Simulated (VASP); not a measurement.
# Ta in VASP: notebook

Runs on Ta. Level: PBEsol. Tasks: single point.

Program: VASP 6.6.1. These are calculated values, not measurements. Logs are shortened: lines on timing, memory, paths and dates and some standing lists are left out, and cuts for length are marked.

### 1 The cell of the first run

The cell holds a slab with vacuum, 6 atoms: a = 4.968 Å, b = 5.087 Å, c = 24.566 Å, α = 90.00°, β = 90.00°, γ = 90.00°.

### 2 Single point, PBEsol

The input, INCAR:

```
SYSTEM = Ta
PREC = Accurate
ENCUT = 520
EDIFF = 1E-6
ISMEAR = -1
SIGMA = 0.05
LREAL = .FALSE.
LASPH = .TRUE.
NELM = 60
ALGO = Normal
ISIF = 2
LWAVE = .FALSE.
LCHARG = .FALSE.
LDIPOL = .TRUE.
IDIPOL = 3
DIPOL = 0.5 0.5 0.500
GGA = PS
NBANDS = 42
```

The input, KPOINTS:

```
regular mesh
0
G
  8 7 1
  0 0 0
```

The input, POSCAR:

```
Ta
1.0
    4.9676408003      0.0000000000      0.0000000000
    0.0000000000      5.0868250988      0.0000000000
    0.0000000000      0.0000000000     24.5663000000
Ta
6
Direct
    0.3189631462      0.7500000000      0.4477683386
    0.6810368538      0.2500000000      0.4477683386
    0.8113262167      0.7500000000      0.4999999983
    0.1886737833      0.2500000000      0.4999999983
    0.3189631391      0.7500000000      0.5522316614
    0.6810368609      0.2500000000      0.5522316614
```

Potentials or basis: VASP PAW PBE potentials, release 64 (Ta_pv).

Command:

```sh
$ cat potpaw_PBE.64/Ta_pv/POTCAR > POTCAR
$ mpirun -np 1 vasp_std > vasp.out
```

OUTCAR:

```text
SYSTEM = Ta
   PREC = Accurate
   ENCUT = 520
   EDIFF = 1E-6
   ISMEAR = -1
   LREAL = .FALSE.
   LASPH = .TRUE.
   NELM = 60
   ISIF = 2
   GGA = PS

 ion  position               nearest neighbor table
   1  0.319  0.750  0.448-   5 2.57   3 2.76   3 2.83   4 2.92   4 2.92   2 3.12   2 3.12
   2  0.681  0.250  0.448-   6 2.57   4 2.76   4 2.83   3 2.92   3 2.92   1 3.12   1 3.12
   3  0.811  0.750  0.500-   1 2.76   5 2.76   1 2.83   5 2.83   2 2.92   2 2.92   6 2.92   6 2.92
                             4 3.16   4 3.16
   4  0.189  0.250  0.500-   2 2.76   6 2.76   2 2.83   6 2.83   1 2.92   1 2.92   5 2.92   5 2.92
                             3 3.16   3 3.16
   5  0.319  0.750  0.552-   1 2.57   3 2.76   3 2.83   4 2.92   4 2.92   6 3.12   6 3.12
   6  0.681  0.250  0.552-   2 2.57   4 2.76   4 2.83   3 2.92   3 2.92   5 3.12   5 3.12

  LATTYP: Found a simple orthorhombic cell.
 ALAT       =     4.9676408003
 B/A-ratio  =     1.0239921329
 C/A-ratio  =     4.9452649633

  Lattice vectors:

 A1 = (   4.9676408003,   0.0000000000,   0.0000000000)
 A2 = (   0.0000000000,   5.0868250988,   0.0000000000)
 A3 = (   0.0000000000,   0.0000000000,  24.5663000000)

Analysis of symmetry for initial positions (statically):
=====================================================================
 Subroutine PRICEL returns:
 Original cell was already a primitive cell.

 Routine SETGRP: Setting up the symmetry group for a
 simple orthorhombic supercell.

 Subroutine GETGRP returns: Found  8 space group operations
 (whereof  4 operations were pure point group operations)
 out of a pool of  8 trial point group operations.

The static configuration has the point symmetry C_2h.
 The point group associated with its full space group is D_2h.

Analysis of symmetry for dynamics (positions and initial velocities):
=====================================================================
 Subroutine PRICEL returns:
 Original cell was already a primitive cell.

 Routine SETGRP: Setting up the symmetry group for a
 simple orthorhombic supercell.

 Subroutine GETGRP returns: Found  8 space group operations
 (whereof  4 operations were pure point group operations)
 out of a pool of  8 trial point group operations.

The dynamic configuration has the point symmetry C_2h.
 The point group associated with its full space group is D_2h.

 Subroutine INISYM returns: Found  8 space group operations
 (whereof  4 operations are pure point group operations),
 and found     1 'primitive' translations

----------------------------------------------------------------------------------------

                                     Primitive cell

  volume of cell :     620.7786

  direct lattice vectors                    reciprocal lattice vectors
     4.967640800  0.000000000  0.000000000     0.201302799  0.000000000  0.000000000
     0.000000000  5.086825099  0.000000000     0.000000000  0.196586275  0.000000000
     0.000000000  0.000000000 24.566300000     0.000000000  0.000000000  0.040706171

  length of vectors
     4.967640800  5.086825099 24.566300000     0.201302799  0.196586275  0.040706171

  position of ions in fractional coordinates (direct lattice)
     0.318963146  0.750000000  0.447768339
     0.681036854  0.250000000  0.447768339
     0.811326217  0.750000000  0.499999998
     0.188673783  0.250000000  0.499999998
     0.318963139  0.750000000  0.552231661
     0.681036861  0.250000000  0.552231661

  ion indices of the primitive-cell ions
   primitive index   ion index
                 1           1
                 2           2
                 3           3
                 4           4
                 5           5
                 6           6

----------------------------------------------------------------------------------------

 KPOINTS: regular mesh

Automatic generation of k-mesh.
 Grid dimensions read from file:
 generate k-points for:    8    7    1

 Generating k-lattice:

  Cartesian coordinates                     Fractional coordinates (reciprocal lattice)
     0.025162850  0.000000000  0.000000000     0.125000000  0.000000000  0.000000000
     0.000000000  0.028083754  0.000000000     0.000000000  0.142857143  0.000000000
     0.000000000  0.000000000  0.040706171     0.000000000  0.000000000  1.000000000

  Length of vectors
     0.025162850  0.028083754  0.040706171

  Shift w.r.t. Gamma in fractional coordinates (k-lattice)
     0.000000000  0.000000000  0.000000000

 Subroutine IBZKPT returns following result:
 ===========================================

 Found     20 irreducible k-points:

 Following reciprocal coordinates:
            Coordinates               Weight
  0.000000  0.000000  0.000000      1.000000
  0.125000  0.000000  0.000000      2.000000
  0.250000  0.000000  0.000000      2.000000
  0.375000  0.000000  0.000000      2.000000
  0.500000  0.000000  0.000000      1.000000
  0.000000  0.142857  0.000000      2.000000
[... 12 lines left out ...]
  0.375000  0.428571  0.000000      4.000000
  0.500000  0.428571  0.000000      2.000000
   k-points           NKPTS =     20   k-points in BZ     NKDIM =     20   number of bands    NBANDS=     42
   number of dos      NEDOS =    301   number of ions     NIONS =      6
   total plane-waves  NPLWV = 307200
   dimension x,y,z NGX =    40 NGY =   40 NGZ =  192
   dimension x,y,z NGXF=    80 NGYF=   80 NGZF=  384
   ions per type =               6
   NGX,Y,Z   is equivalent  to a cutoff of  13.39, 13.07, 12.99 a.u.
   NGXF,Y,Z  is equivalent  to a cutoff of  26.77, 26.15, 25.99 a.u.
 SYSTEM =  Ta
   PREC   = accura    normal or accurate (medium, high low for compatibility)
   ISTART =      0    job   : 0-new  1-cont  2-samecut
   ICHARG =      2    charge: 1-file 2-atom 10-const
   ISPIN  =      1    spin polarized calculation?
   LNONCOLLINEAR =      F non collinear calculations
   LSORBIT =      F    spin-orbit coupling
   LASPH  =      T    aspherical Exc in radial PAW
   ENCUT  =  520.0 eV  38.22 Ry    6.18 a.u.   9.24  9.46 45.68*2*pi/ulx,y,z
   NELM   =     60;   NELMIN=  2; NELMDL= -5     # of ELM steps
   EDIFF  = 0.1E-05   stopping-criterion for ELM
   LREAL  =      F    real-space projection
   EDIFFG = 0.1E-04   stopping-criterion for IOM
   NSW    =      0    number of steps for IOM
   IBRION =     -1    ionic relax: 0-MD 1-quasi-New 2-CG
   NFREE  =      0    steps in history (QN), initial steepest desc. (CG)
   ISIF   =      2    stress and relaxation
   ISYM   =      2    0-nonsym 1-usesym 2-fastsym
   POTIM  = 0.5000    time-step for ionic-motion
   TEBEG  =    0.0;   TEEND  =   0.0 temperature during run
   PSTRESS=    0.0 pullay stress
   NELECT =      66.0000    total number of electrons
   NUPDOWN=      -1.0000    fix difference up-down
   EMIN   =  10.00;   EMAX   =-10.00  energy-range for DOS
   EFERMI =   0.00;   METHOD = LEGACY
   ISMEAR =    -1;   SIGMA  =   0.05  broadening in eV -4-tet -1-fermi 0-gaus
   EFERMI_NEDOS =   21; number of points for ismear=-14 and -15
   IALGO  =     38    algorithm
   IMIX   =      4    mixing-type and parameters
     AMIX     =   0.40;   BMIX     =  1.00
     AMIX_MAG =   1.60;   BMIX_MAG =  1.00
  volume/ion in A,a.u.               =     103.46       698.20
  Fermi-wavevector in a.u.,A,eV,Ry     =   0.775551  1.465580  8.183631  0.601480
  Thomas-Fermi vector in A             =   1.877843
   LORBIT       =      0    0 simple, 1 ext, 2 COOP (PROOUT), +10 PAW based schemes
   GGA     = PS    functional components
   LHFCALC =     F    Hartree Fock is set to
   AEXX    =    0.0000 exact exchange contribution
   IVDW    =     0    specifies the selected vdW correction
   LEPSILON=     F    determine dielectric tensor
   LRPA    =     F    only Hartree local field effects (RPA)
 non-spin polarized calculation
  energy-cutoff  :      520.00
  volume of cell :      620.78
 maximum number of plane-waves:     16770
 NGX is ok and might be reduce to    40
   NGX = 19   NGY = 19   NGZ = 91

 number of electron      66.0000007 magnetization

 dipolmoment           0.000000      0.000000      0.000001 electrons x Angstroem

 Free energy of the ion-electron system (eV)
  ---------------------------------------------------
  ext. energy  EPLUGINS =         0.00000000
  ---------------------------------------------------
  free energy    TOTEN  =       -66.20259432 eV

  energy without entropy =      -66.12646828  energy(sigma->0) =      -66.16453130

 E-fermi :  -1.9964     XC(G=0):  -3.1122

 val. band max:       -2.0081776760   @ k =   0.5000   0.4286   0.0000
 cond. band min:      -1.9624949634   @ k =   0.5000   0.1429   0.0000
 fundamental gap:      0.0456827126
 Fermi energy:        -1.9964080453

 k-point     1 :       0.0000    0.0000    0.0000
  band No.  band energies     occupation
      1     -36.8395      2.00000
      2     -36.7543      2.00000
      3     -36.6980      2.00000
      4     -36.6592      2.00000
      5     -36.5873      2.00000
      6     -36.2916      2.00000
[... 34 lines left out ...]
     41      -0.3024      0.00000
     42      -0.1971      0.00000

 k-point     2 :       0.1250    0.0000    0.0000
  band No.  band energies     occupation
      1     -36.8645      2.00000
      2     -36.7793      2.00000
      3     -36.6478      2.00000
      4     -36.6462      2.00000
      5     -36.5291      2.00000
      6     -36.3078      2.00000
[... 34 lines left out ...]
     41      -0.3680      0.00000
     42      -0.0814      0.00000

 k-point     3 :       0.2500    0.0000    0.0000
  band No.  band energies     occupation
      1     -36.8997      2.00000
      2     -36.8138      2.00000
      3     -36.6155      2.00000
      4     -36.5293      2.00000
      5     -36.4083      2.00000
      6     -36.3513      2.00000
[... 34 lines left out ...]
     41      -0.2471      0.00000
     42      -0.1535      0.00000

 k-point     4 :       0.3750    0.0000    0.0000
  band No.  band energies     occupation
      1     -36.9229      2.00000
      2     -36.8341      2.00000
      3     -36.5684      2.00000
      4     -36.4088      2.00000
      5     -36.3868      2.00000
      6     -36.3842      2.00000
[... 664 lines left out ...]
     41       0.1922      0.00000
     42       0.3457      0.00000

 k-point    19 :       0.3750    0.4286    0.0000
  band No.  band energies     occupation
      1     -36.9319      2.00000
      2     -36.9158      2.00000
      3     -36.4611      2.00000
      4     -36.4401      2.00000
      5     -36.4365      2.00000
      6     -36.4034      2.00000
[... 34 lines left out ...]
     41       0.3633      0.00000
     42       0.7866      0.00000

 k-point    20 :       0.5000    0.4286    0.0000
  band No.  band energies     occupation
      1     -36.9403      2.00000
      2     -36.9235      2.00000
      3     -36.4793      2.00000
      4     -36.4589      2.00000
      5     -36.3853      2.00000
      6     -36.3572      2.00000
[... 34 lines left out ...]
     41       0.6331      0.00000
     42       0.7056      0.00000

------------------------ aborting loop because EDIFF is reached ----------------------------------------

 vacuum level on the upper side and lower side of the slab       (xc-potential included)        -0.008        -0.008

  FORCE on cell =-STRESS in cart. coord.  units (eV):
  Direction    XX          YY          ZZ          XY          YZ          ZX
  --------------------------------------------------------------------------------------
  -------------------------------------------------------------------------------------
  Total       -9.8800277    -11.6352600      0.0585603      0.0000000      0.0000000      0.0000000
  in kB      -25.4995199    -30.0296268      0.1511393      0.0000000      0.0000000      0.0000000
  external PRESSURE =     -18.4593358 kB  Pullay stress =       0.0000000 kB

 VOLUME and BASIS-vectors are now :
 -----------------------------------------------------------------------------
  energy-cutoff  :      520.00
  volume of cell :      620.78
      direct lattice vectors                 reciprocal lattice vectors
     4.967640800  0.000000000  0.000000000     0.201302799  0.000000000  0.000000000
     0.000000000  5.086825099  0.000000000     0.000000000  0.196586275  0.000000000
     0.000000000  0.000000000 24.566300000     0.000000000  0.000000000  0.040706171

 POSITION                                       TOTAL-FORCE (eV/Angst)
 -----------------------------------------------------------------------------------
      1.58449      3.81512     11.00001        -0.004375      0.000000     -0.017479
      3.38315      1.27171     11.00001         0.004375      0.000000     -0.017479
      4.03038      3.81512     12.28315        -0.003644     -0.000000      0.000000
      0.93726      1.27171     12.28315         0.003644      0.000000      0.000000
      1.58449      3.81512     13.56629        -0.004375      0.000000      0.017479
      3.38315      1.27171     13.56629         0.004375      0.000000      0.017479
 -----------------------------------------------------------------------------------
    total drift:                                0.000000     -0.000000      0.000099

  FREE ENERGIE OF THE ION-ELECTRON SYSTEM (eV)
  ---------------------------------------------------
  free  energy   TOTEN  =       -66.2025943195 eV

  energy  without entropy=      -66.1264682774  energy(sigma->0) =      -66.16453130

 vacuum level on the upper side and lower side of the slab         1.733         1.733
```

It took 12 min on 1 thread of Intel Xeon Platinum 8375C at 2.90GHz (Ice Lake), shared host; peak memory 0.82 GiB.

Results:

```yaml
Free_energy: -66.2026 eV
Largest_force: 0.018 eV/Å
Band_gap_on_the_k_mesh: zero (band 33 reaches -1.84 eV, above the bottom of band 34 at -2.26 eV)
```

Forces in eV/Å, atoms in the order of the input:
```
Ta  -0.004  0.000 -0.017
Ta   0.004  0.000 -0.017
Ta  -0.004  0.000  0.000
Ta   0.004  0.000  0.000
Ta  -0.004  0.000  0.017
Ta   0.004  0.000  0.017
```

Levels at points of the mesh, in eV from the Fermi level:
| k point | band 30 | band 31 | band 32 | band 33 | band 34 | band 35 | band 36 | band 37 |
| --- | --- | --- | --- | --- | --- | --- | --- | --- |
| (0.00, 0.00, 0.00) | -0.46 | -0.40 | -0.38 | -0.23 | 0.21 | 0.76 | 0.86 | 0.91 |
| (0.50, 0.00, 0.00) | -0.96 | -0.60 | -0.41 | -0.05 | 0.11 | 0.42 | 0.47 | 1.09 |

Caveat: the PAW data sets were made with another functional, which shifts forces and pressure a little; spin-orbit coupling is left out, which moves the levels of the heavy elements.

(Part 1 of 2 ends here.)
